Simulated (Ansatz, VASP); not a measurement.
# GaN in VASP and in Ansatz

```
CELL_PARAMETERS angstrom
3.23084 0.00000 0.00000
-1.61542 2.79799 0.00000
0.00000 0.00000 5.33910
ATOMIC_POSITIONS crystal
Ga 0.33333 0.66667 0.99911
Ga 0.66667 0.33333 0.49911
N 0.33333 0.66667 0.37589
N 0.66667 0.33333 0.87589
```

Change from the starting cell: strain +0.015 along x and y, +0.030 along z, atoms carried along.

Alike in both runs: task single point; functional r2SCAN; k mesh 12 × 12 × 6; occupations gaussian, width 0.05 eV; no spin polarisation.

|  | VASP | Ansatz |
| --- | --- | --- |
| version | VASP 6.6.1 | Ansatz 0.2.0 |
| potentials or method | VASP PAW PBE potentials, release 64 (Ga_d, N), cutoff 520 eV | scalar-relativistic, plane waves, PAW |
| valence electrons in the cell | 36 | 36 |

VASP gave:

```
gap on the k mesh at the Fermi level (eV)                     : 1.89
least direct gap on the mesh (eV)                             : 1.89
pressure (GPa)                                                : -9.3
traceless stress, the component that is largest in VASP (GPa) : -3.14
rms of the force components (eV/Å)                            : 0.048
```

Q: Which values does Ansatz return?

A: gap on the k mesh at the Fermi level (eV): 1.90; least direct gap on the mesh (eV): 1.90; pressure (GPa): -10.2; traceless stress, the component that is largest in VASP (GPa): -3.09; rms of the force components (eV/Å): 0.045.

VASP's potentials were made for PBE, not for r2SCAN. Atom by atom the forces differ by 0.004 eV/Å (rms over components).
